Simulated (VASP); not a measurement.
# TiC in VASP: further runs

Runs on TiC. Level: PBEsol. Tasks: single point.

All numbers are computed with VASP 6.6.1; they aren't measurements. Logs are shortened: lines on timing, memory, paths and dates and some standing lists are left out, and cuts for length are marked.

### Step 1. The cell of the first run

The cell holds a wire or tube with vacuum around it, 2 atoms: a = 9.900 Å, b = 9.300 Å, c = 3.049 Å, α = 90.00°, β = 90.00°, γ = 90.00°.

### Step 2. Single point, PBEsol, collinear spin

File INCAR:

```
SYSTEM = TiC
PREC = Accurate ; ENCUT = 520
EDIFF = 1E-7 ; ISMEAR = 0
SIGMA = 0.05 ; LREAL = .FALSE.
LASPH = .TRUE. ; NELM = 150
ALGO = Normal ; ISIF = 2
LWAVE = .FALSE. ; LCHARG = .TRUE.
ISPIN = 2 ; MAGMOM = 1.5 0.5
LORBIT = 11 ; LMAXMIX = 4
GGA = PS ; LELF = .TRUE.
LVHAR = .TRUE. ; NBANDS = 19
```

File KPOINTS:

```
regular mesh
0
G
  1 1 19
  0 0 0
```

File POSCAR:

```
TiC
1.0
    9.9000000000      0.0000000000      0.0000000000
    0.0000000000      9.3000000000      0.0000000000
    0.0000000000      0.0000000000      3.0486736475
Ti C
1 1
Direct
    0.4476979916      0.5000000000      0.0000000000
    0.5523020084      0.5000000000      0.5000000000
```

Potentials or basis: VASP PAW PBE potentials, release 64 (Ti_sv, C).

On the command line:

```
$ cat potpaw_PBE.64/Ti_sv/POTCAR potpaw_PBE.64/C/POTCAR > POTCAR
$ mpirun -np 1 vasp_std > vasp.out
```

OUTCAR:

```text
SYSTEM = TiC
   PREC = Accurate
   ENCUT = 520
   EDIFF = 1E-7
   ISMEAR = 0
   LREAL = .FALSE.
   LASPH = .TRUE.
   NELM = 150
   ISIF = 2
   ISPIN = 2
   LORBIT = 11
   GGA = PS

 ion  position               nearest neighbor table
   1  0.448  0.500  0.000-   2 1.84   2 1.84
   2  0.552  0.500  0.500-   1 1.84   1 1.84

  LATTYP: Found a simple orthorhombic cell.
 ALAT       =     3.0486736475
 B/A-ratio  =     3.0505069008
 C/A-ratio  =     3.2473137976

  Lattice vectors:

 A1 = (   0.0000000000,   0.0000000000,  -3.0486736475)
 A2 = (   0.0000000000,   9.3000000000,   0.0000000000)
 A3 = (   9.9000000000,   0.0000000000,   0.0000000000)

Analysis of symmetry for initial positions (statically):
=====================================================================
 Subroutine PRICEL returns:
 Original cell was already a primitive cell.

 Routine SETGRP: Setting up the symmetry group for a
 simple orthorhombic supercell.

 Subroutine GETGRP returns: Found  4 space group operations
 (whereof  4 operations were pure point group operations)
 out of a pool of  8 trial point group operations.

The static configuration has the point symmetry C_2v.

Analysis of symmetry for dynamics (positions and initial velocities):
=====================================================================
 Subroutine PRICEL returns:
 Original cell was already a primitive cell.

 Routine SETGRP: Setting up the symmetry group for a
 simple orthorhombic supercell.

 Subroutine GETGRP returns: Found  4 space group operations
 (whereof  4 operations were pure point group operations)
 out of a pool of  8 trial point group operations.

The dynamic configuration has the point symmetry C_2v.

Analysis of structural, dynamic, and magnetic symmetry:
=====================================================================
 Subroutine PRICEL returns:
 Original cell was already a primitive cell.

 Routine SETGRP: Setting up the symmetry group for a
 simple orthorhombic supercell.

 Subroutine GETGRP returns: Found  4 space group operations
 (whereof  4 operations were pure point group operations)
 out of a pool of  8 trial point group operations.

The overall configuration has the point symmetry C_2v.

 Subroutine INISYM returns: Found  4 space group operations
 (whereof  4 operations are pure point group operations),
 and found     1 'primitive' translations

----------------------------------------------------------------------------------------

                                     Primitive cell

  volume of cell :     280.6914

  direct lattice vectors                    reciprocal lattice vectors
     9.900000000  0.000000000  0.000000000     0.101010101  0.000000000  0.000000000
     0.000000000  9.300000000  0.000000000     0.000000000  0.107526882  0.000000000
     0.000000000  0.000000000  3.048673647     0.000000000  0.000000000  0.328011495

  length of vectors
     9.900000000  9.300000000  3.048673647     0.101010101  0.107526882  0.328011495

  position of ions in fractional coordinates (direct lattice)
     0.447697992  0.500000000  0.000000000
     0.552302008  0.500000000  0.500000000

  ion indices of the primitive-cell ions
   primitive index   ion index
                 1           1
                 2           2

----------------------------------------------------------------------------------------

 KPOINTS: regular mesh

Automatic generation of k-mesh.
 Grid dimensions read from file:
 generate k-points for:    1    1   19

 Generating k-lattice:

  Cartesian coordinates                     Fractional coordinates (reciprocal lattice)
     0.101010101  0.000000000  0.000000000     1.000000000  0.000000000  0.000000000
     0.000000000  0.107526882  0.000000000     0.000000000  1.000000000  0.000000000
     0.000000000  0.000000000  0.017263763     0.000000000  0.000000000  0.052631579

  Length of vectors
     0.101010101  0.107526882  0.017263763

  Shift w.r.t. Gamma in fractional coordinates (k-lattice)
     0.000000000  0.000000000  0.000000000

 Subroutine IBZKPT returns following result:
 ===========================================

 Found     10 irreducible k-points:

 Following reciprocal coordinates:
            Coordinates               Weight
  0.000000  0.000000  0.000000      1.000000
  0.000000  0.000000  0.052632      2.000000
  0.000000  0.000000  0.105263      2.000000
  0.000000  0.000000  0.157895      2.000000
  0.000000  0.000000  0.210526      2.000000
  0.000000  0.000000  0.263158      2.000000
  0.000000  0.000000  0.315789      2.000000
  0.000000  0.000000  0.368421      2.000000
  0.000000  0.000000  0.421053      2.000000
  0.000000  0.000000  0.473684      2.000000
   k-points           NKPTS =     10   k-points in BZ     NKDIM =     10   number of bands    NBANDS=     19
   number of dos      NEDOS =    301   number of ions     NIONS =      2
   total plane-waves  NPLWV = 134400
   dimension x,y,z NGX =    80 NGY =   70 NGZ =   24
   dimension x,y,z NGXF=   160 NGYF=  140 NGZF=   48
   ions per type =               1   1
   NGX,Y,Z   is equivalent  to a cutoff of  13.43, 12.51, 13.09 a.u.
   NGXF,Y,Z  is equivalent  to a cutoff of  26.87, 25.03, 26.17 a.u.
 SYSTEM =  TiC
   PREC   = accura    normal or accurate (medium, high low for compatibility)
   ISTART =      0    job   : 0-new  1-cont  2-samecut
   ICHARG =      2    charge: 1-file 2-atom 10-const
   ISPIN  =      2    spin polarized calculation?
   LNONCOLLINEAR =      F non collinear calculations
   LSORBIT =      F    spin-orbit coupling
   LASPH  =      T    aspherical Exc in radial PAW
   ENCUT  =  520.0 eV  38.22 Ry    6.18 a.u.  18.41 17.29  5.67*2*pi/ulx,y,z
   NELM   =    150;   NELMIN=  2; NELMDL= -5     # of ELM steps
   EDIFF  = 0.1E-06   stopping-criterion for ELM
   LREAL  =      F    real-space projection
   EDIFFG = 0.1E-05   stopping-criterion for IOM
   NSW    =      0    number of steps for IOM
   IBRION =     -1    ionic relax: 0-MD 1-quasi-New 2-CG
   NFREE  =      0    steps in history (QN), initial steepest desc. (CG)
   ISIF   =      2    stress and relaxation
   ISYM   =      2    0-nonsym 1-usesym 2-fastsym
   POTIM  = 0.5000    time-step for ionic-motion
   TEBEG  =    0.0;   TEEND  =   0.0 temperature during run
   PSTRESS=    0.0 pullay stress
   NELECT =      16.0000    total number of electrons
   NUPDOWN=      -1.0000    fix difference up-down
   EMIN   =  10.00;   EMAX   =-10.00  energy-range for DOS
   EFERMI =   0.00;   METHOD = LEGACY
   ISMEAR =     0;   SIGMA  =   0.05  broadening in eV -4-tet -1-fermi 0-gaus
   EFERMI_NEDOS =   21; number of points for ismear=-14 and -15
   IALGO  =     38    algorithm
   IMIX   =      4    mixing-type and parameters
     AMIX     =   0.40;   BMIX     =  1.00
     AMIX_MAG =   1.60;   BMIX_MAG =  1.00
  volume/ion in A,a.u.               =     140.35       947.10
  Fermi-wavevector in a.u.,A,eV,Ry     =   0.630045  1.190613  5.400930  0.396957
  Thomas-Fermi vector in A             =   1.692543
   LORBIT       =     11    0 simple, 1 ext, 2 COOP (PROOUT), +10 PAW based schemes
   GGA     = PS    functional components
   LHFCALC =     F    Hartree Fock is set to
   AEXX    =    0.0000 exact exchange contribution
   IVDW    =     0    specifies the selected vdW correction
   LEPSILON=     F    determine dielectric tensor
   LRPA    =     F    only Hartree local field effects (RPA)
 spin polarized calculation
 Gauss-broadening in eV      SIGMA  =   0.05
  energy-cutoff  :      520.00
  volume of cell :      280.69
 maximum number of plane-waves:      7595
 NGX is ok and might be reduce to    80
   NGX = 37   NGY = 35   NGZ = 11

 number of electron      16.0000001 magnetization       0.4206372

 Free energy of the ion-electron system (eV)
  ---------------------------------------------------
  ext. energy  EPLUGINS =         0.00000000
  ---------------------------------------------------
  free energy    TOTEN  =       -13.09895671 eV

  energy without entropy =      -13.09735743  energy(sigma->0) =      -13.09815707

 E-fermi :  -2.9567     XC(G=0):  -2.3448

 val. band max:       -3.0736581119   @ k =   0.0000   0.0000   0.1579
 cond. band min:      -2.9557961531   @ k =   0.0000   0.0000   0.4211
 fundamental gap:      0.1178619588
 Fermi energy:        -2.9566904478

 spin component 1

 k-point     1 :       0.0000    0.0000    0.0000
  band No.  band energies     occupation
      1     -59.7793      1.00000
      2     -36.4864      1.00000
      3     -36.2244      1.00000
      4     -35.8077      1.00000
      5     -11.9373      1.00000
      6      -5.6035      1.00000
[... 11 lines left out ...]
     18       2.7730      0.00000
     19       3.0743      0.00000

 k-point     2 :       0.0000    0.0000    0.0526
  band No.  band energies     occupation
      1     -59.7785      1.00000
      2     -36.4856      1.00000
      3     -36.2236      1.00000
      4     -35.8168      1.00000
      5     -11.9046      1.00000
      6      -5.5605      1.00000
[... 11 lines left out ...]
     18       2.8122      0.00000
     19       3.1190      0.00000

 k-point     3 :       0.0000    0.0000    0.1053
  band No.  band energies     occupation
      1     -59.7763      1.00000
      2     -36.4834      1.00000
      3     -36.2214      1.00000
      4     -35.8429      1.00000
      5     -11.8107      1.00000
      6      -5.4358      1.00000
[... 125 lines left out ...]
  band No.  band energies     occupation
      1     -59.7526      1.00000
      2     -36.4599      1.00000
      3     -36.1968      1.00000
      4     -36.1160      1.00000
      5     -10.9083      1.00000
      6      -5.0263      1.00000
[... 11 lines left out ...]
     18       4.4717      0.00000
     19       4.6648      0.00000

 k-point    10 :       0.0000    0.0000    0.4737
  band No.  band energies     occupation
      1     -59.7511      1.00000
      2     -36.4584      1.00000
      3     -36.1946      1.00000
      4     -36.1337      1.00000
      5     -10.8598      1.00000
      6      -5.0694      1.00000
[... 11 lines left out ...]
     18       4.3115      0.00000
     19       4.7091      0.00000
 Fermi energy:        -2.9566904478

 spin component 2

 k-point     1 :       0.0000    0.0000    0.0000
  band No.  band energies     occupation
      1     -59.6744      1.00000
      2     -36.3662      1.00000
      3     -36.1440      1.00000
      4     -35.6748      1.00000
      5     -11.9182      1.00000
      6      -5.5311      1.00000
[... 11 lines left out ...]
     18       2.9756      0.00000
     19       3.3248      0.00000

 k-point     2 :       0.0000    0.0000    0.0526
  band No.  band energies     occupation
      1     -59.6736      1.00000
      2     -36.3654      1.00000
      3     -36.1433      1.00000
      4     -35.6839      1.00000
      5     -11.8862      1.00000
      6      -5.4857      1.00000
[... 11 lines left out ...]
     18       3.0218      0.00000
     19       3.3652      0.00000

 k-point     3 :       0.0000    0.0000    0.1053
  band No.  band energies     occupation
      1     -59.6714      1.00000
      2     -36.3632      1.00000
      3     -36.1411      1.00000
      4     -35.7101      1.00000
      5     -11.7941      1.00000
      6      -5.3520      1.00000
[... 126 lines left out ...]
      1     -59.6478      1.00000
      2     -36.3398      1.00000
      3     -36.1164      1.00000
      4     -35.9846      1.00000
      5     -10.9072      1.00000
      6      -4.9507      1.00000
[... 11 lines left out ...]
     18       4.8018      0.00000
     19       5.2505      0.00000

 k-point    10 :       0.0000    0.0000    0.4737
  band No.  band energies     occupation
      1     -59.6462      1.00000
      2     -36.3383      1.00000
      3     -36.1145      1.00000
      4     -36.0022      1.00000
      5     -10.8590      1.00000
      6      -4.9919      1.00000
[... 11 lines left out ...]
     18       4.7672      0.00000
     19       5.0078      0.00000

------------------------ aborting loop because EDIFF is reached ----------------------------------------

  FORCE on cell =-STRESS in cart. coord.  units (eV):
  Direction    XX          YY          ZZ          XY          YZ          ZX
  --------------------------------------------------------------------------------------
  -------------------------------------------------------------------------------------
  Total       -0.0565110     -0.0081497      0.0482457      0.0000000      0.0000000      0.0000000
  in kB       -0.3225632     -0.0465180      0.2753848      0.0000000      0.0000000      0.0000000
  external PRESSURE =      -0.0312321 kB  Pullay stress =       0.0000000 kB

 VOLUME and BASIS-vectors are now :
 -----------------------------------------------------------------------------
  energy-cutoff  :      520.00
  volume of cell :      280.69
      direct lattice vectors                 reciprocal lattice vectors
     9.900000000  0.000000000  0.000000000     0.101010101  0.000000000  0.000000000
     0.000000000  9.300000000  0.000000000     0.000000000  0.107526882  0.000000000
     0.000000000  0.000000000  3.048673647     0.000000000  0.000000000  0.328011495

 POSITION                                       TOTAL-FORCE (eV/Angst)
 -----------------------------------------------------------------------------------
      4.43221      4.65000      0.00000        -0.043589      0.000000      0.000000
      5.46779      4.65000      1.52434         0.043589      0.000000      0.000000
 -----------------------------------------------------------------------------------
    total drift:                                0.000002      0.000000     -0.000000

  FREE ENERGIE OF THE ION-ELECTRON SYSTEM (eV)
  ---------------------------------------------------
  free  energy   TOTEN  =       -13.0989567127 eV

  energy  without entropy=      -13.0973574310  energy(sigma->0) =      -13.09815707

 total charge

# of ion       s       p       d       tot
------------------------------------------
    1        2.240   6.123   2.175  10.538
    2        0.960   1.372   0.000   2.332
--------------------------------------------------
tot          3.200   7.495   2.175  12.870

 magnetization (x)

# of ion       s       p       d       tot
------------------------------------------
    1        0.021   0.014   0.090   0.125
    2        0.003  -0.012   0.000  -0.009
--------------------------------------------------
tot          0.024   0.002   0.090   0.117
```

It took 2 min on 1 thread of AMD EPYC 9R45 (Zen 5), shared host; peak memory 0.45 GiB.

What came out:

```
Free energy                                           : -13.0990 eV
Largest force                                         : 0.044 eV/Å
Net moment                                            : 0.42 μB per cell
Site moments                                          : Ti +0.12; C -0.01 μB
Valence electrons inside the program's atomic spheres : Ti 10.54; C 2.33
```

Forces on the atoms (eV/Å):
```
Ti  -0.044  0.000  0.000
C    0.044  0.000  0.000
```

Caveat: a moment this small can come from the mesh or the smearing; the PAW data sets were made with another functional, which shifts forces and pressure a little.

### Step 3. Single point, PBEsol, collinear spin

This run uses another cell than the first one.

File INCAR:

```
ALGO = Normal
EDIFF = 1E-6
ENCUT = 520
GGA = PS
ISIF = 2
ISMEAR = 0
ISPIN = 2
LASPH = T
LCHARG = T
LELF = T
LMAXMIX = 4
LORBIT = 11
LREAL = F
LVHAR = T
LWAVE = F
MAGMOM = 1.5 0.5
NBANDS = 19
NELM = 150
PREC = Accurate
SIGMA = 0.05
```

File KPOINTS:

```
k-points
0
Gamma
  1 1 17
```

File POSCAR:

```
TiC
1.0
    9.0000000000      0.0000000000      0.0000000000
    0.0000000000      9.3000000000      0.0000000000
    0.0000000000      0.0000000000      3.8640201658
Ti C
1 1
Direct
    0.5000000000      0.5000000000      0.0000000000
    0.5000000000      0.5000000000      0.4650000000
```

Potentials or basis: VASP PAW PBE potentials, release 64 (Ti_sv, C).

On the command line:

```
$ cat potpaw_PBE.64/Ti_sv/POTCAR potpaw_PBE.64/C/POTCAR > POTCAR
$ mpirun -np 1 vasp_std > vasp.out
```

It took 2.2 min on 1 thread of AMD EPYC 9R45 (Zen 5), shared host; peak memory 0.47 GiB.

Results (log left out):

```
Free energy                                           : -12.0585 eV
Largest force                                         : 0.042 eV/Å
Net moment                                            : 0.41 μB per cell
Site moments                                          : Ti +0.32; C -0.03 μB
Valence electrons inside the program's atomic spheres : Ti 10.36; C 2.31
```

Forces in eV/Å, atoms in the order of the input:
```
Ti   0.000  0.000 -0.042
C    0.000  0.000  0.042
```

Levels at points of the mesh, in eV from the Fermi level:
Spin up:
```
           k point  band 4  band 5  band 6  band 7  band 8  band 9  band 10  band 11  band 12  band 13
(0.00, 0.00, 0.00)  -33.24   -9.02   -0.62   -0.62   -0.13    0.01     0.01     0.80     0.80     1.24
```
Spin down:
| k point | band 4 | band 5 | band 6 | band 7 | band 8 | band 9 | band 10 | band 11 | band 12 | band 13 |
| --- | --- | --- | --- | --- | --- | --- | --- | --- | --- | --- |
| (0.00, 0.00, 0.00) | -32.97 | -9.05 | -0.60 | -0.59 | 0.22 | 0.42 | 0.43 | 1.01 | 1.01 | 1.26 |

Caveat: a moment this small can come from the mesh or the smearing; the PAW data sets were made with another functional, which shifts forces and pressure a little.
